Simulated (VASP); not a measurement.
Input of a VASP 6.6.1 run:

INCAR

```
SYSTEM = Bi2Se3
PREC     = Accurate       ! precision mode
ENCUT    = 520            ! plane-wave cutoff, eV
EDIFF    = 1E-7           ! SCF threshold, eV
ISMEAR   = 0              ! smearing method
SIGMA    = 0.02           ! smearing width, eV
LREAL    = .False.        ! projectors in reciprocal space
LASPH    = .True.         ! aspherical terms in the spheres
NELM     = 80             ! most SCF steps
ALGO     = Normal         ! electronic algorithm
ISIF     = 2              ! what is computed and relaxed
LWAVE    = .False.        ! write WAVECAR
LCHARG   = .False.        ! write CHGCAR
GGA      = PE             ! functional
NBANDS   = 32             ! bands
```

KPOINTS

```
Automatic mesh
0
Gamma
  6 6 6
  0 0 0
```

The input POSCAR:

```
Bi2Se3
1.0
    2.0945825474      1.1198687961     10.8930830265
   -2.0945825474      1.1198687961     10.8930830265
    0.0000000000     -2.5153602190     10.9248130976
Bi Se
2 3
Direct
    0.3970928460      0.3970928460      0.3845410792
    0.6029071540      0.6029071540      0.6154589208
    0.0000000000      0.0000000000      0.0000000000
    0.2182912120      0.2182912120      0.2413137099
    0.7817087880      0.7817087880      0.7586862901
```

Potentials or basis: VASP PAW PBE potentials, release 64 (Bi_d, Se).

Run with:

```console
$ cat potpaw_PBE.64/Bi_d/POTCAR potpaw_PBE.64/Se/POTCAR > POTCAR
$ mpirun -np 1 vasp_std > vasp.out
```

**Question.** What does it give for the pressure?

**Answer.** -0.1 GPa.

**Question.** Estimate the largest force.

**Answer.** 0.007 eV/Å.

Forces on the atoms (eV/Å):
```
Bi   0.000  0.001 -0.003
Bi   0.000 -0.001  0.003
Se   0.000  0.000  0.000
Se   0.000 -0.001 -0.007
Se   0.000  0.001  0.007
```

Caveat: the cell differs from its parent crystal (strain along c alone, the other axes held: +4.0 %, then relaxed in part).
